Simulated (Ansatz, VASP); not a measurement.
One calculation of Ge, two programs

The input POSCAR:

```
Ge
1.0
    4.0124552891      0.0000000000      0.0000000000
   -2.0062276445      3.4748882119      0.0000000000
    0.0000000000      0.0000000000     18.4397000000
Ge
6
Direct
    0.0000000000      0.0000000000      0.2982689926
    0.3333333333      0.6666666667      0.3400973455
    0.3333333333      0.6666666667      0.4781972426
    0.6666666667      0.3333333333      0.5218027956
    0.6666666667      0.3333333333      0.6599026598
    0.0000000000      0.0000000000      0.7017310074
```

File INCAR.step1:

```
SYSTEM = Ge
ALGO = Normal
DIPOL = 0.5 0.5 0.500
EDIFF = 1E-4
ENCUT = 520
GGA = PE
IDIPOL = 3
ISMEAR = -1
LASPH = .TRUE.
LCHARG = .FALSE.
LDIPOL = .TRUE.
LREAL = .FALSE.
LWAVE = .TRUE.
NBANDS = 51
NELM = 100
PREC = Accurate
SIGMA = 0.02
```

INCAR.step2

```
SYSTEM = Ge
ALGO = Normal
DIPOL = 0.5 0.5 0.500
EDIFF = 1E-6
ENCUT = 520
IDIPOL = 3
ISIF = 2
ISMEAR = -1
ISTART = 1
LASPH = .TRUE.
LCHARG = .FALSE.
LDIPOL = .TRUE.
LMIXTAU = .TRUE.
LREAL = .FALSE.
LWAVE = .FALSE.
METAGGA = R2SCAN
NBANDS = 51
NELM = 100
PREC = Accurate
SIGMA = 0.02
```

KPOINTS

```
k-points
0
G
  7 7 1
  0 0 0
```

Input for Ansatz:

```yaml
crystal:
  lattice:
    - [4.0124552891, 0.0, 0.0]
    - [-2.0062276445, 3.4748882119, 0.0]
    - [0.0, 0.0, 18.4397]
  atoms:
    - { symbol: Ge, position: [0.0, 0.0, 0.2982689926] }
    - { symbol: Ge, position: [0.3333333333, 0.6666666667, 0.3400973455] }
    - { symbol: Ge, position: [0.3333333333, 0.6666666667, 0.4781972426] }
    - { symbol: Ge, position: [0.6666666667, 0.3333333333, 0.5218027956] }
    - { symbol: Ge, position: [0.6666666667, 0.3333333333, 0.6599026598] }
    - { symbol: Ge, position: [0.0, 0.0, 0.7017310074] }
kpoints:
  mp_grid: { grid: [7, 7, 1] }
scf:
  occupations: { method: fermi_dirac, width: 0.02 }
hamiltonian:
  xc: r2scan
  pseudopotentials: { kind: paw }
output:
  forces: true
  stress: true
  eigenvalues: true
efield:
  axis: 3
  amplitude: 0
  dipole_correction: true
```

Alike in both runs: task single point; functional r2SCAN; k mesh 7 × 7 × 1; occupations fermi-dirac, width 0.02 eV; no spin polarisation.

|  | VASP | Ansatz |
| --- | --- | --- |
| version | VASP 6.6.1 | Ansatz 0.2.0 |
| potentials or method | VASP PAW PBE potentials, release 64 (Ge_d) | PAW with Ansatz's default frozen-core files, scalar-relativistic |
| plane-wave cutoff (eV) | 520 | 500 |
| valence electrons in the cell | 84 | 84 |

|  | VASP | Ansatz | Ansatz less VASP |
| --- | --- | --- | --- |
| rms of the force components (eV/Å) | 0.009 | 0.002 | -0.0067 |

VASP's potentials were made for PBE, not for r2SCAN. Atom by atom the forces differ by 0.011 eV/Å (rms over components). Ansatz's warnings: vacuum density over bound.
